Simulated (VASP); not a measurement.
# Ni (Fm-3m) in VASP: notebook

The runs below take Ni through single point, with PBE.

Program: VASP 6.6.1. These are calculated values, not measurements. Logs are shortened: lines on timing, memory, paths and dates and some standing lists are left out, and cuts for length are marked.

**1. The cell of the first run**

Symmetry: Fm-3m, No. 225, cubic system. The conventional cell has a = 3.570 Å, b = 3.570 Å, c = 3.570 Å, α = 90.00°, β = 90.00°, γ = 90.00°. Within 3.3 Å of Ni (site symmetry m-3m) lie 12 Ni at 2.52 Å.

**2. Single point, PBE, collinear spin, ferromagnetic start**

File INCAR:

```
ALGO = Normal
EDIFF = 1E-6
ENCUT = 600
GGA = PE
GGA_COMPAT = F
ISIF = 2
ISMEAR = -1
ISPIN = 2
LASPH = T
LCHARG = T
LELF = T
LMAXMIX = 4
LORBIT = 11
LREAL = F
LVHAR = T
LWAVE = F
MAGMOM = 1
NBANDS = 15
NELM = 200
PREC = Accurate
SIGMA = 0.1
```

File KPOINTS:

```
k-points
0
Gamma
  4 4 4
```

File POSCAR:

```
Ni
1.0
    0.0000000000      1.7851868695      1.7851868695
    1.7851868695      0.0000000000      1.7851868695
    1.7851868695      1.7851868695      0.0000000000
Ni
1
Direct
    0.0000000000      0.0000000000      0.0000000000
```

Potentials or basis: VASP PAW PBE potentials, release 64 (Ni).

Started as:

```console
cat potpaw_PBE.64/Ni/POTCAR > POTCAR
mpirun -np 1 vasp_std > vasp.out
```

OUTCAR:

```text
EDIFF = 1E-6
   ENCUT = 600
   GGA = PE
   ISIF = 2
   ISMEAR = -1
   ISPIN = 2
   LASPH = T
   LORBIT = 11
   LREAL = F
   NELM = 200
   PREC = Accurate

 ion  position               nearest neighbor table
   1  0.000  0.000  0.000-

  LATTYP: Found a face centered cubic cell.
 ALAT       =     3.5703737390

  Lattice vectors:

 A1 = (   0.0000000000,   1.7851868695,   1.7851868695)
 A2 = (   1.7851868695,   0.0000000000,   1.7851868695)
 A3 = (   1.7851868695,   1.7851868695,   0.0000000000)

Analysis of symmetry for initial positions (statically):
=====================================================================
 Subroutine PRICEL returns:
 Original cell was already a primitive cell.

 Routine SETGRP: Setting up the symmetry group for a
 face centered cubic supercell.

 Subroutine GETGRP returns: Found 48 space group operations
 (whereof 48 operations were pure point group operations)
 out of a pool of 48 trial point group operations.

The static configuration has the point symmetry O_h .

Analysis of symmetry for dynamics (positions and initial velocities):
=====================================================================
 Subroutine PRICEL returns:
 Original cell was already a primitive cell.

 Routine SETGRP: Setting up the symmetry group for a
 face centered cubic supercell.

 Subroutine GETGRP returns: Found 48 space group operations
 (whereof 48 operations were pure point group operations)
 out of a pool of 48 trial point group operations.

The dynamic configuration has the point symmetry O_h .

Analysis of structural, dynamic, and magnetic symmetry:
=====================================================================
 Subroutine PRICEL returns:
 Original cell was already a primitive cell.

 Routine SETGRP: Setting up the symmetry group for a
 face centered cubic supercell.

 Subroutine GETGRP returns: Found 48 space group operations
 (whereof 48 operations were pure point group operations)
 out of a pool of 48 trial point group operations.

The overall configuration has the point symmetry O_h .

 Subroutine INISYM returns: Found 48 space group operations
 (whereof 48 operations are pure point group operations),
 and found     1 'primitive' translations

----------------------------------------------------------------------------------------

                                     Primitive cell

  volume of cell :      11.3784

  direct lattice vectors                    reciprocal lattice vectors
     0.000000000  1.785186869  1.785186869    -0.280082723  0.280082723  0.280082723
     1.785186869  0.000000000  1.785186869     0.280082723 -0.280082723  0.280082723
     1.785186869  1.785186869  0.000000000     0.280082723  0.280082723 -0.280082723

  length of vectors
     2.524635482  2.524635482  2.524635482     0.485117507  0.485117507  0.485117507

  position of ions in fractional coordinates (direct lattice)
     0.000000000  0.000000000  0.000000000

  ion indices of the primitive-cell ions
   primitive index   ion index
                 1           1

----------------------------------------------------------------------------------------

 KPOINTS: k-points

Automatic generation of k-mesh.
 Grid dimensions read from file:
 generate k-points for:    4    4    4

 Generating k-lattice:

  Cartesian coordinates                     Fractional coordinates (reciprocal lattice)
    -0.070020681  0.070020681  0.070020681     0.250000000  0.000000000  0.000000000
     0.070020681 -0.070020681  0.070020681     0.000000000  0.250000000  0.000000000
     0.070020681  0.070020681 -0.070020681     0.000000000  0.000000000  0.250000000

  Length of vectors
     0.121279377  0.121279377  0.121279377

  Shift w.r.t. Gamma in fractional coordinates (k-lattice)
     0.000000000  0.000000000  0.000000000

 Subroutine IBZKPT returns following result:
 ===========================================

 Found      8 irreducible k-points:

 Following reciprocal coordinates:
            Coordinates               Weight
  0.000000  0.000000  0.000000      1.000000
  0.250000  0.000000  0.000000      8.000000
  0.500000  0.000000  0.000000      4.000000
  0.250000  0.250000  0.000000      6.000000
  0.500000  0.250000  0.000000     24.000000
 -0.250000  0.250000  0.000000     12.000000
  0.500000  0.500000  0.000000      3.000000
 -0.250000  0.500000  0.250000      6.000000
   k-points           NKPTS =      8   k-points in BZ     NKDIM =      8   number of bands    NBANDS=     15
   number of dos      NEDOS =    301   number of ions     NIONS =      1
   total plane-waves  NPLWV =   8000
   dimension x,y,z NGX =    20 NGY =   20 NGZ =   20
   dimension x,y,z NGXF=    40 NGYF=   40 NGZF=   40
   ions per type =               1
   NGX,Y,Z   is equivalent  to a cutoff of  13.17, 13.17, 13.17 a.u.
   NGXF,Y,Z  is equivalent  to a cutoff of  26.34, 26.34, 26.34 a.u.
 SYSTEM =  unknown system
   PREC   = accura    normal or accurate (medium, high low for compatibility)
   ISTART =      0    job   : 0-new  1-cont  2-samecut
   ICHARG =      2    charge: 1-file 2-atom 10-const
   ISPIN  =      2    spin polarized calculation?
   LNONCOLLINEAR =      F non collinear calculations
   LSORBIT =      F    spin-orbit coupling
   LASPH  =      T    aspherical Exc in radial PAW
   ENCUT  =  600.0 eV  44.10 Ry    6.64 a.u.   5.04  5.04  5.04*2*pi/ulx,y,z
   NELM   =    200;   NELMIN=  2; NELMDL= -5     # of ELM steps
   EDIFF  = 0.1E-05   stopping-criterion for ELM
   LREAL  =      F    real-space projection
   EDIFFG = 0.1E-04   stopping-criterion for IOM
   NSW    =      0    number of steps for IOM
   IBRION =     -1    ionic relax: 0-MD 1-quasi-New 2-CG
   NFREE  =      0    steps in history (QN), initial steepest desc. (CG)
   ISIF   =      2    stress and relaxation
   ISYM   =      2    0-nonsym 1-usesym 2-fastsym
   POTIM  = 0.5000    time-step for ionic-motion
   TEBEG  =    0.0;   TEEND  =   0.0 temperature during run
   PSTRESS=    0.0 pullay stress
   NELECT =      10.0000    total number of electrons
   NUPDOWN=      -1.0000    fix difference up-down
   EMIN   =  10.00;   EMAX   =-10.00  energy-range for DOS
   EFERMI =   0.00;   METHOD = LEGACY
   ISMEAR =    -1;   SIGMA  =   0.10  broadening in eV -4-tet -1-fermi 0-gaus
   EFERMI_NEDOS =   21; number of points for ismear=-14 and -15
   IALGO  =     38    algorithm
   IMIX   =      4    mixing-type and parameters
     AMIX     =   0.40;   BMIX     =  1.00
     AMIX_MAG =   1.60;   BMIX_MAG =  1.00
  volume/ion in A,a.u.               =      11.38        76.79
  Fermi-wavevector in a.u.,A,eV,Ry     =   1.568127  2.963330 33.457016  2.459021
  Thomas-Fermi vector in A             =   2.670204
   LORBIT       =     11    0 simple, 1 ext, 2 COOP (PROOUT), +10 PAW based schemes
   GGA     = PE    functional components
   LHFCALC =     F    Hartree Fock is set to
   AEXX    =    0.0000 exact exchange contribution
   IVDW    =     0    specifies the selected vdW correction
   LEPSILON=     F    determine dielectric tensor
   LRPA    =     F    only Hartree local field effects (RPA)
 spin polarized calculation
  energy-cutoff  :      600.00
  volume of cell :       11.38
 maximum number of plane-waves:       392
   NGX =  9   NGY =  9   NGZ =  9

 number of electron      10.0000000 magnetization       1.0000000

 number of electron       9.9999999 magnetization       0.5751169

 Free energy of the ion-electron system (eV)
  ---------------------------------------------------
  ext. energy  EPLUGINS =         0.00000000
  ---------------------------------------------------
  free energy    TOTEN  =        -5.54459066 eV

  energy without entropy =       -5.50257650  energy(sigma->0) =       -5.52358358

 E-fermi :   8.7672     XC(G=0): -12.9969

 val. band max:        8.7639399922   @ k =   0.5000   0.5000   0.0000
 cond. band min:       8.8388016883   @ k =   0.5000   0.0000   0.0000
 fundamental gap:      0.0748616962
 Fermi energy:         8.7672468394

 spin component 1

 k-point     1 :       0.0000    0.0000    0.0000
  band No.  band energies     occupation
      1       0.0640      1.00000
      2       6.4284      1.00000
      3       6.4284      1.00000
      4       6.4284      1.00000
      5       7.5107      1.00000
      6       7.5107      1.00000
      7      32.1082      0.00000
      8      35.6171      0.00000
      9      35.6171      0.00000
     10      35.6171      0.00000
     11      38.4263      0.00000
     12      38.4263      0.00000
     13      38.4263      0.00000
     14      41.4840      0.00000
     15      47.2956      0.00000
[... 109 lines left out ...]
 k-point     8 :      -0.2500    0.5000    0.2500
  band No.  band energies     occupation
      1       5.1914      1.00000
      2       5.8392      1.00000
      3       5.8392      1.00000
      4       7.4535      1.00000
      5       8.2551      0.99407
      6      16.2473      0.00000
      7      16.2473      0.00000
      8      18.4259      0.00000
      9      19.3727      0.00000
     10      38.5238      0.00000
     11      38.5238      0.00000
     12      40.2902      0.00000
     13      45.0554      0.00000
     14      55.0500      0.00000
     15      57.3729      0.00000
 Fermi energy:         8.7672468394

 spin component 2

 k-point     1 :       0.0000    0.0000    0.0000
  band No.  band energies     occupation
      1       0.0007      1.00000
      2       7.1242      1.00000
      3       7.1242      1.00000
      4       7.1242      1.00000
      5       8.0791      0.99897
      6       8.0791      0.99897
      7      31.9223      0.00000
      8      35.5843      0.00000
      9      35.5843      0.00000
     10      35.5843      0.00000
     11      38.4812      0.00000
     12      38.4812      0.00000
     13      38.4812      0.00000
     14      41.3371      0.00000
     15      47.4406      0.00000
[... 109 lines left out ...]
 k-point     8 :      -0.2500    0.5000    0.2500
  band No.  band energies     occupation
      1       5.5612      1.00000
      2       6.4007      1.00000
      3       6.4007      1.00000
      4       7.9972      0.99955
      5       9.0541      0.05373
      6      16.3799      0.00000
      7      16.3799      0.00000
      8      18.5492      0.00000
      9      19.4854      0.00000
     10      38.4781      0.00000
     11      38.4781      0.00000
     12      40.3515      0.00000
     13      45.1809      0.00000
     14      56.4745      0.00000
     15      57.2946      0.00000

------------------------ aborting loop because EDIFF is reached ----------------------------------------

  FORCE on cell =-STRESS in cart. coord.  units (eV):
  Direction    XX          YY          ZZ          XY          YZ          ZX
  --------------------------------------------------------------------------------------
  -------------------------------------------------------------------------------------
  Total       -0.7536396     -0.7536396     -0.7536396     -0.0000000     -0.0000000      0.0000000
  in kB     -106.1190203   -106.1190203   -106.1190203     -0.0000000     -0.0000000      0.0000000
  external PRESSURE =    -106.1190203 kB  Pullay stress =       0.0000000 kB

 VOLUME and BASIS-vectors are now :
 -----------------------------------------------------------------------------
  energy-cutoff  :      600.00
  volume of cell :       11.38
      direct lattice vectors                 reciprocal lattice vectors
     0.000000000  1.785186869  1.785186869    -0.280082723  0.280082723  0.280082723
     1.785186869  0.000000000  1.785186869     0.280082723 -0.280082723  0.280082723
     1.785186869  1.785186869  0.000000000     0.280082723  0.280082723 -0.280082723

 POSITION                                       TOTAL-FORCE (eV/Angst)
 -----------------------------------------------------------------------------------
      0.00000      0.00000      0.00000        -0.000000      0.000000      0.000000
 -----------------------------------------------------------------------------------
    total drift:                                0.000000     -0.000000      0.000000

  FREE ENERGIE OF THE ION-ELECTRON SYSTEM (eV)
  ---------------------------------------------------
  free  energy   TOTEN  =        -5.5445906623 eV

  energy  without entropy=       -5.5025765030  energy(sigma->0) =       -5.52358358

 total charge

# of ion       s       p       d       tot
------------------------------------------
    1        0.469   0.466   8.295   9.230

 magnetization (x)

# of ion       s       p       d       tot
------------------------------------------
    1       -0.013  -0.027   0.634   0.595
```

It took 8.1 s on 1 thread of Intel Xeon Platinum 8488C (Sapphire Rapids), shared host; peak memory 0.13 GiB.

Results:

```
Free energy                                           : -5.5446 eV
Pressure                                              : -10.6 GPa
Net moment                                            : 0.58 μB per cell
Site moments                                          : Ni +0.59 μB
Valence electrons inside the program's atomic spheres : Ni 9.23
```

Levels at points of the mesh, in eV from the Fermi level:
Spin up:
```tsv
k point	band 3	band 4	band 5	band 6	band 7	band 8
(0.00, 0.00, 0.00)	-2.34	-2.34	-1.26	-1.26	23.34	26.85
(0.50, 0.00, 0.00)	-2.33	-0.64	-0.64	-0.21	5.34	21.85
(0.50, 0.50, 0.00)	-0.60	-0.51	-0.51	2.42	8.81	14.41
```
Spin down:
| k point | band 2 | band 3 | band 4 | band 5 | band 6 | band 7 |
| --- | --- | --- | --- | --- | --- | --- |
| (0.00, 0.00, 0.00) | -1.64 | -1.64 | -1.64 | -0.69 | -0.69 | 23.16 |
| (0.50, 0.00, 0.00) | -1.74 | -1.74 | -0.30 | 0.07 | 0.07 | 5.72 |
| (0.50, 0.50, 0.00) | -3.41 | 0.00 | 0.29 | 0.29 | 2.35 | 9.02 |

Caveat: the k points lie up to 0.76 Å⁻¹ apart.

**3. Single point, PBE, collinear spin, ferromagnetic start**

File INCAR:

```
SYSTEM = Ni
  PREC = Accurate
  ENCUT = 600
  EDIFF = 1E-6
  ISMEAR = -1
  SIGMA = 0.1
  LREAL = .False.
  LASPH = .True.
  NELM = 200
  ALGO = Normal
  ISIF = 2
  LWAVE = .False.
  LCHARG = .False.
  ISPIN = 2
  MAGMOM = 1
  LORBIT = 11
  LMAXMIX = 4
  GGA = PE
  NBANDS = 15
  GGA_COMPAT = .False.
```

File KPOINTS:

```
Automatic mesh
0
Gamma
  4 4 4
  0 0 0
```

POSCAR is that of step 2.

Potentials or basis: VASP PAW PBE potentials, release 64 (Ni).

Started as:

```console
cat potpaw_PBE.64/Ni/POTCAR > POTCAR
mpirun -np 1 vasp_std > vasp.out
```

Run time: 6.9 s. Hardware: 1 thread of Intel Xeon Platinum 8488C (Sapphire Rapids), shared host; peak memory 0.13 GiB.

Results (log left out):

| Property | Result |
| --- | --- |
| Free energy | -5.5446 eV |
| Pressure | -10.6 GPa |
| Net moment | 0.58 μB per cell |
| Site moments | Ni +0.59 μB |
| Valence electrons inside the program's atomic spheres | Ni 9.23 |

Levels at points of the mesh, in eV from the Fermi level:
Spin up:
```csv
k point,band 1,band 2,band 3,band 4,band 5,band 6,band 7,band 8,band 9,band 10
"(0.00, 0.00, 0.00)",-8.70,-2.34,-2.34,-2.34,-1.26,-1.26,23.34,26.85,26.85,26.85
"(0.50, 0.00, 0.00)",-4.61,-2.33,-2.33,-0.64,-0.64,-0.21,5.34,21.85,23.90,23.90
"(0.50, 0.50, 0.00)",-4.41,-3.98,-0.60,-0.51,-0.51,2.42,8.81,14.41,14.41,19.17
```
Spin down:
| k point | band 2 | band 3 | band 4 | band 5 | band 6 | band 7 |
| --- | --- | --- | --- | --- | --- | --- |
| (0.00, 0.00, 0.00) | -1.64 | -1.64 | -1.64 | -0.69 | -0.69 | 23.16 |
| (0.50, 0.00, 0.00) | -1.74 | -1.74 | -0.30 | 0.07 | 0.07 | 5.72 |
| (0.50, 0.50, 0.00) | -3.41 | 0.00 | 0.29 | 0.29 | 2.35 | 9.02 |

Caveat: the k points lie up to 0.76 Å⁻¹ apart.

(Part 1 of 2 ends here.)
